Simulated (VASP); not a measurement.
# CaF2 (Fm-3m) in VASP: notebook

CaF2 is run at these levels: PBE; tasks: single point.

Program: VASP 6.6.1. These are calculated values, not measurements. Logs are shortened: lines on timing, memory, paths and dates and some standing lists are left out, and cuts for length are marked.

### Step 1. The cell of the first run

The structure is cubic, space group Fm-3m (No. 225). Conventional cell: a = 5.251 Å, b = 5.251 Å, c = 5.251 Å, α = 90.00°, β = 90.00°, γ = 90.00°. Ca (site symmetry m-3m) has 8 F at 2.27 Å within 3.0 Å. Within 3.0 Å of F (site symmetry -43m) lie 4 Ca at 2.27 Å and 6 F at 2.63 Å.

### Step 2. Single point, PBE (volume changed by -10%)

File INCAR:

```
PREC = Accurate
ENCUT = 600
EDIFF = 1E-6
ISMEAR = 0
SIGMA = 0.01
LREAL = False
LASPH = True
NELM = 120
ALGO = Normal
ISIF = 2
LWAVE = False
LCHARG = False
GGA = PE
NBANDS = 19
GGA_COMPAT = False
```

File KPOINTS:

```
regular mesh
0
Gamma
  4 4 4
```

File POSCAR:

```
CaF2
1.0
    0.0000000000      2.6257381467      2.6257381467
    2.6257381467      0.0000000000      2.6257381467
    2.6257381467      2.6257381467      0.0000000000
Ca F
1 2
Direct
    0.0000000000      0.0000000000      0.0000000000
    0.2500000000      0.2500000000      0.2500000000
    0.7500000000      0.7500000000      0.7500000000
```

Potentials or basis: VASP PAW PBE potentials, release 64 (Ca_sv, F).

Started as:

```
$ cat potpaw_PBE.64/Ca_sv/POTCAR potpaw_PBE.64/F/POTCAR > POTCAR
$ mpirun -np 1 vasp_std > vasp.out
```

OUTCAR:

```text
PREC = Accurate
   ENCUT = 600
   EDIFF = 1E-6
   ISMEAR = 0
   LREAL = False
   LASPH = True
   NELM = 120
   ISIF = 2
   GGA = PE

 ion  position               nearest neighbor table
   1  0.000  0.000  0.000-   3 2.27   3 2.27   3 2.27   2 2.27   3 2.27   2 2.27   2 2.27   2 2.27

   2  0.250  0.250  0.250-   1 2.27   1 2.27   1 2.27   1 2.27
   3  0.750  0.750  0.750-   1 2.27   1 2.27   1 2.27   1 2.27

  LATTYP: Found a face centered cubic cell.
 ALAT       =     5.2514762934

  Lattice vectors:

 A1 = (   0.0000000000,   2.6257381467,   2.6257381467)
 A2 = (   2.6257381467,   0.0000000000,   2.6257381467)
 A3 = (   2.6257381467,   2.6257381467,   0.0000000000)

Analysis of symmetry for initial positions (statically):
=====================================================================
 Subroutine PRICEL returns:
 Original cell was already a primitive cell.

 Routine SETGRP: Setting up the symmetry group for a
 face centered cubic supercell.

 Subroutine GETGRP returns: Found 48 space group operations
 (whereof 48 operations were pure point group operations)
 out of a pool of 48 trial point group operations.

The static configuration has the point symmetry O_h .

Analysis of symmetry for dynamics (positions and initial velocities):
=====================================================================
 Subroutine PRICEL returns:
 Original cell was already a primitive cell.

 Routine SETGRP: Setting up the symmetry group for a
 face centered cubic supercell.

 Subroutine GETGRP returns: Found 48 space group operations
 (whereof 48 operations were pure point group operations)
 out of a pool of 48 trial point group operations.

The dynamic configuration has the point symmetry O_h .

 Subroutine INISYM returns: Found 48 space group operations
 (whereof 48 operations are pure point group operations),
 and found     1 'primitive' translations

----------------------------------------------------------------------------------------

                                     Primitive cell

  volume of cell :      36.2063

  direct lattice vectors                    reciprocal lattice vectors
     0.000000000  2.625738147  2.625738147    -0.190422644  0.190422644  0.190422644
     2.625738147  0.000000000  2.625738147     0.190422644 -0.190422644  0.190422644
     2.625738147  2.625738147  0.000000000     0.190422644  0.190422644 -0.190422644

  length of vectors
     3.713354498  3.713354498  3.713354498     0.329821694  0.329821694  0.329821694

  position of ions in fractional coordinates (direct lattice)
     0.000000000  0.000000000  0.000000000
     0.250000000  0.250000000  0.250000000
     0.750000000  0.750000000  0.750000000

  ion indices of the primitive-cell ions
   primitive index   ion index
                 1           1
                 2           2
                 3           3

----------------------------------------------------------------------------------------

 KPOINTS: regular mesh

Automatic generation of k-mesh.
 Grid dimensions read from file:
 generate k-points for:    4    4    4

 Generating k-lattice:

  Cartesian coordinates                     Fractional coordinates (reciprocal lattice)
    -0.047605661  0.047605661  0.047605661     0.250000000  0.000000000  0.000000000
     0.047605661 -0.047605661  0.047605661     0.000000000  0.250000000  0.000000000
     0.047605661  0.047605661 -0.047605661     0.000000000  0.000000000  0.250000000

  Length of vectors
     0.082455424  0.082455424  0.082455424

  Shift w.r.t. Gamma in fractional coordinates (k-lattice)
     0.000000000  0.000000000  0.000000000

 Subroutine IBZKPT returns following result:
 ===========================================

 Found      8 irreducible k-points:

 Following reciprocal coordinates:
            Coordinates               Weight
  0.000000  0.000000  0.000000      1.000000
  0.250000  0.000000  0.000000      8.000000
  0.500000  0.000000  0.000000      4.000000
  0.250000  0.250000  0.000000      6.000000
  0.500000  0.250000  0.000000     24.000000
 -0.250000  0.250000  0.000000     12.000000
  0.500000  0.500000  0.000000      3.000000
 -0.250000  0.500000  0.250000      6.000000
   k-points           NKPTS =      8   k-points in BZ     NKDIM =      8   number of bands    NBANDS=     19
   number of dos      NEDOS =    301   number of ions     NIONS =      3
   total plane-waves  NPLWV =  27000
   dimension x,y,z NGX =    30 NGY =   30 NGZ =   30
   dimension x,y,z NGXF=    60 NGYF=   60 NGZF=   60
   ions per type =               1   2
   NGX,Y,Z   is equivalent  to a cutoff of  13.43, 13.43, 13.43 a.u.
   NGXF,Y,Z  is equivalent  to a cutoff of  26.86, 26.86, 26.86 a.u.
 SYSTEM =  unknown system
   PREC   = accura    normal or accurate (medium, high low for compatibility)
   ISTART =      0    job   : 0-new  1-cont  2-samecut
   ICHARG =      2    charge: 1-file 2-atom 10-const
   ISPIN  =      1    spin polarized calculation?
   LNONCOLLINEAR =      F non collinear calculations
   LSORBIT =      F    spin-orbit coupling
   LASPH  =      T    aspherical Exc in radial PAW
   ENCUT  =  600.0 eV  44.10 Ry    6.64 a.u.   7.42  7.42  7.42*2*pi/ulx,y,z
   NELM   =    120;   NELMIN=  2; NELMDL= -5     # of ELM steps
   EDIFF  = 0.1E-05   stopping-criterion for ELM
   LREAL  =      F    real-space projection
   EDIFFG = 0.1E-04   stopping-criterion for IOM
   NSW    =      0    number of steps for IOM
   IBRION =     -1    ionic relax: 0-MD 1-quasi-New 2-CG
   NFREE  =      0    steps in history (QN), initial steepest desc. (CG)
   ISIF   =      2    stress and relaxation
   ISYM   =      2    0-nonsym 1-usesym 2-fastsym
   POTIM  = 0.5000    time-step for ionic-motion
   TEBEG  =    0.0;   TEEND  =   0.0 temperature during run
   PSTRESS=    0.0 pullay stress
   NELECT =      24.0000    total number of electrons
   NUPDOWN=      -1.0000    fix difference up-down
   EMIN   =  10.00;   EMAX   =-10.00  energy-range for DOS
   EFERMI =   0.00;   METHOD = LEGACY
   ISMEAR =     0;   SIGMA  =   0.01  broadening in eV -4-tet -1-fermi 0-gaus
   EFERMI_NEDOS =   21; number of points for ismear=-14 and -15
   IALGO  =     38    algorithm
   IMIX   =      4    mixing-type and parameters
     AMIX     =   0.40;   BMIX     =  1.00
     AMIX_MAG =   1.60;   BMIX_MAG =  1.00
  volume/ion in A,a.u.               =      12.07        81.44
  Fermi-wavevector in a.u.,A,eV,Ry     =   1.427416  2.697425 27.722086  2.037516
  Thomas-Fermi vector in A             =   2.547588
   LORBIT       =      0    0 simple, 1 ext, 2 COOP (PROOUT), +10 PAW based schemes
   GGA     = PE    functional components
   LHFCALC =     F    Hartree Fock is set to
   AEXX    =    0.0000 exact exchange contribution
   IVDW    =     0    specifies the selected vdW correction
   LEPSILON=     F    determine dielectric tensor
   LRPA    =     F    only Hartree local field effects (RPA)
 non-spin polarized calculation
 Gauss-broadening in eV      SIGMA  =   0.01
  energy-cutoff  :      600.00
  volume of cell :       36.21
 maximum number of plane-waves:      1243
 NGX is ok and might be reduce to    30
   NGX = 15   NGY = 15   NGZ = 15

 number of electron      24.0000021 magnetization

 Free energy of the ion-electron system (eV)
  ---------------------------------------------------
  ext. energy  EPLUGINS =         0.00000000
  ---------------------------------------------------
  free energy    TOTEN  =       -17.08002779 eV

  energy without entropy =      -17.08002779  energy(sigma->0) =      -17.08002779

 E-fermi :  -0.1877     XC(G=0): -10.2322

 val. band max:       -0.2908056174   @ k =   0.5000   0.5000   0.0000
 cond. band min:       7.7185126892   @ k =   0.0000   0.0000   0.0000
 fundamental gap:      8.0093183066
 Fermi energy:        -0.1876927392

 k-point     1 :       0.0000    0.0000    0.0000
  band No.  band energies     occupation
      1     -35.7739      2.00000
      2     -20.5293      2.00000
      3     -19.5685      2.00000
      4     -16.7042      2.00000
      5     -16.7042      2.00000
      6     -16.7042      2.00000
      7      -2.8017      2.00000
      8      -2.8017      2.00000
      9      -2.8017      2.00000
     10      -0.5650      2.00000
     11      -0.5650      2.00000
     12      -0.5650      2.00000
     13       7.7185      0.00000
     14       9.3193      0.00000
     15       9.3193      0.00000
     16      11.8970      0.00000
     17      11.8970      0.00000
     18      11.8970      0.00000
     19      17.6655      0.00000

 k-point     2 :       0.2500    0.0000    0.0000
  band No.  band energies     occupation
      1     -35.7417      2.00000
      2     -20.6757      2.00000
      3     -19.7903      2.00000
      4     -16.7391      2.00000
      5     -16.7391      2.00000
      6     -16.4037      2.00000
      7      -2.4939      2.00000
      8      -2.4939      2.00000
      9      -2.2311      2.00000
     10      -1.2001      2.00000
     11      -0.8557      2.00000
     12      -0.8557      2.00000
     13       9.0483      0.00000
     14       9.4729      0.00000
     15       9.4729      0.00000
     16      11.4472      0.00000
     17      11.7104      0.00000
     18      11.7104      0.00000
     19      15.7425      0.00000

 k-point     3 :       0.5000    0.0000    0.0000
  band No.  band energies     occupation
      1     -35.7093      2.00000
      2     -20.7166      2.00000
      3     -20.1211      2.00000
      4     -16.7734      2.00000
      5     -16.7734      2.00000
      6     -16.0794      2.00000
      7      -2.1095      2.00000
      8      -2.1095      2.00000
      9      -1.7217      2.00000
     10      -1.6712      2.00000
     11      -1.1995      2.00000
     12      -1.1995      2.00000
     13       9.6053      0.00000
     14       9.6053      0.00000
     15      10.2398      0.00000
     16      11.0446      0.00000
     17      11.5315      0.00000
     18      11.5315      0.00000
     19      14.8654      0.00000

 k-point     4 :       0.2500    0.2500    0.0000
  band No.  band energies     occupation
      1     -35.7311      2.00000
      2     -20.7691      2.00000
      3     -19.7774      2.00000
      4     -16.7918      2.00000
      5     -16.7918      2.00000
      6     -16.2614      2.00000
      7      -2.5188      2.00000
      8      -2.5188      2.00000
      9      -2.1493      2.00000
     10      -1.6567      2.00000
     11      -0.5628      2.00000
     12      -0.5628      2.00000
     13       8.7872      0.00000
     14       9.8302      0.00000
     15      10.0025      0.00000
     16      11.0642      0.00000
     17      11.5999      0.00000
     18      11.5999      0.00000
     19      17.3248      0.00000

 k-point     5 :       0.5000    0.2500    0.0000
  band No.  band energies     occupation
      1     -35.6987      2.00000
      2     -20.7495      2.00000
      3     -20.1959      2.00000
      4     -16.8261      2.00000
      5     -16.6194      2.00000
      6     -16.1110      2.00000
      7      -2.7902      2.00000
      8      -2.2437      2.00000
      9      -2.1117      2.00000
     10      -0.9552      2.00000
     11      -0.8443      2.00000
     12      -0.7514      2.00000
     13       8.6408      0.00000
     14       9.9889      0.00000
     15      10.3384      0.00000
     16      10.8341      0.00000
     17      11.4452      0.00000
     18      13.0364      0.00000
     19      15.7246      0.00000

 k-point     6 :      -0.2500    0.2500    0.0000
  band No.  band energies     occupation
      1     -35.7094      2.00000
      2     -20.6639      2.00000
      3     -20.1958      2.00000
      4     -16.7741      2.00000
      5     -16.4996      2.00000
      6     -16.3327      2.00000
      7      -2.6541      2.00000
      8      -2.0253      2.00000
      9      -1.8306      2.00000
     10      -1.5073      2.00000
     11      -1.3401      2.00000
     12      -0.5219      2.00000
     13       8.8941      0.00000
     14       9.6354      0.00000
     15      10.3896      0.00000
     16      10.8237      0.00000
     17      11.5436      0.00000
     18      12.5274      0.00000
     19      16.0349      0.00000

 k-point     7 :       0.5000    0.5000    0.0000
  band No.  band energies     occupation
      1     -35.6880      2.00000
      2     -20.9728      2.00000
      3     -19.9749      2.00000
      4     -16.8781      2.00000
      5     -16.8781      2.00000
      6     -15.8334      2.00000
      7      -3.4206      2.00000
      8      -2.0931      2.00000
      9      -2.0931      2.00000
     10      -0.7342      2.00000
     11      -0.7342      2.00000
     12      -0.2908      2.00000
     13       8.1504      0.00000
     14       9.9255      0.00000
     15      10.4308      0.00000
     16      11.3820      0.00000
     17      11.3820      0.00000
     18      14.2731      0.00000
     19      15.7269      0.00000

 k-point     8 :      -0.2500    0.5000    0.2500
  band No.  band energies     occupation
      1     -35.6880      2.00000
      2     -20.5410      2.00000
      3     -20.5410      2.00000
      4     -16.8833      2.00000
      5     -16.2849      2.00000
      6     -16.2849      2.00000
      7      -2.8648      2.00000
      8      -2.6887      2.00000
      9      -1.4569      2.00000
     10      -1.4569      2.00000
     11      -0.6343      2.00000
     12      -0.3995      2.00000
     13       8.5205      0.00000
     14      10.0397      0.00000
     15      10.3813      0.00000
     16      10.3813      0.00000
     17      11.4106      0.00000
     18      15.0749      0.00000
     19      16.7519      0.00000

------------------------ aborting loop because EDIFF is reached ----------------------------------------

  FORCE on cell =-STRESS in cart. coord.  units (eV):
  Direction    XX          YY          ZZ          XY          YZ          ZX
  --------------------------------------------------------------------------------------
  -------------------------------------------------------------------------------------
  Total        3.6240396      3.6240396      3.6240396      0.0000000      0.0000000      0.0000000
  in kB      160.3685783    160.3685783    160.3685783      0.0000000      0.0000000      0.0000000
  external PRESSURE =     160.3685783 kB  Pullay stress =       0.0000000 kB

 VOLUME and BASIS-vectors are now :
 -----------------------------------------------------------------------------
  energy-cutoff  :      600.00
  volume of cell :       36.21
      direct lattice vectors                 reciprocal lattice vectors
     0.000000000  2.625738147  2.625738147    -0.190422644  0.190422644  0.190422644
     2.625738147  0.000000000  2.625738147     0.190422644 -0.190422644  0.190422644
     2.625738147  2.625738147  0.000000000     0.190422644  0.190422644 -0.190422644

 POSITION                                       TOTAL-FORCE (eV/Angst)
 -----------------------------------------------------------------------------------
      0.00000      0.00000      0.00000         0.000000     -0.000000     -0.000000
      1.31287      1.31287      1.31287        -0.000000     -0.000000     -0.000000
      3.93861      3.93861      3.93861         0.000000      0.000000      0.000000
 -----------------------------------------------------------------------------------
    total drift:                                0.000000     -0.000000      0.000000

  FREE ENERGIE OF THE ION-ELECTRON SYSTEM (eV)
  ---------------------------------------------------
  free  energy   TOTEN  =       -17.0800277867 eV

  energy  without entropy=      -17.0800277867  energy(sigma->0) =      -17.08002779
```

Wall time 22 s (1 thread of AMD EPYC 7R13, shared host); peak memory 0.13 GiB.

What came out:

- Free energy: -17.0800 eV
- Pressure: 16.0 GPa
- Band gap on the k mesh: 8.01 eV, indirect (least direct gap 8.28 eV)

Caveat: the k points lie up to 0.52 Å⁻¹ apart. A k mesh can miss the band edges.

(Part 1 of 2 ends here.)
